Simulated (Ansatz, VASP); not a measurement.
**Cu in VASP and in Ansatz**

```
Cu
1.0
     1.27821    0.73797    6.33244
    -1.27821    0.73797    6.33244
     0.00000   -1.47595    6.33244
Cu
3
Direct
  0.00000 0.00000 0.00000
  0.22231 0.22231 0.22231
  0.77769 0.77769 0.77769
```

Alike in both runs: functional PBE; k mesh 9 × 9 × 9; occupations gaussian, width 0.1 eV; no spin polarisation.

Ansatz relaxed the structure, and its values are those at the end. VASP's run is a single point on that final structure, the one shown.

|  | VASP | Ansatz |
| --- | --- | --- |
| version | VASP 6.6.1 | Ansatz 0.2.0 |
| potentials or method | VASP PAW PBE potentials, release 64 (Cu), cutoff 520 eV | scalar-relativistic, plane waves, PAW |
| valence electrons in the cell | 33 | 57 |

Ansatz gave:

```
gap on the k mesh at the Fermi level (eV) : none
pressure (GPa)                            : 0.1
```

Q: What did VASP give for the same quantities?

A: gap on the k mesh at the Fermi level (eV): none; pressure (GPa): 0.7.

A gap of «none» marks a metal or a gap that the smearing closes. VASP's potentials hold 33 valence electrons a cell and Ansatz's 57, so a difference there can come from the potentials and not from the codes.
